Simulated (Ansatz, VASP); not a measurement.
# Two plane-wave programs on HfC

```
Hf C
1.0
     3.34287    0.00000    0.00000
    -1.67143    2.89501    0.00000
     0.00000    0.00000    5.20271
Hf C
2 2
Direct
  0.66667 0.33333 0.75000
  0.33333 0.66667 0.25000
  0.00000 0.00000 0.00000
  0.00000 0.00000 0.50000
```

Alike in both runs: task single point; functional LDA; k mesh 9 × 9 × 5; no spin polarisation.

```csv
,VASP,Ansatz
version,VASP 6.6.1,Ansatz 0.2.0
potentials or method,"VASP PAW LDA potentials, release 64 (Hf_pv, C), cutoff 520 eV","plane waves, PAW"
occupations,"methfessel-paxton of order 1, width 0.1 eV","cold, width 0.1 eV"
valence electrons in the cell,28,60
```

Ansatz gave:

* pressure (GPa): -12.6
* traceless stress, the component that is largest in VASP (GPa): 2.29

Q: Which values does VASP return?

A: Pressure (GPa): -12.3; traceless stress, the component that is largest in VASP (GPa): 2.46.

LDA's correlation is that of Perdew and Zunger in VASP and of Perdew and Wang (1992) in Ansatz. VASP's potentials hold 28 valence electrons a cell and Ansatz's 60, so a difference there can come from the potentials and not from the codes.

Spin-orbit coupling is off throughout.
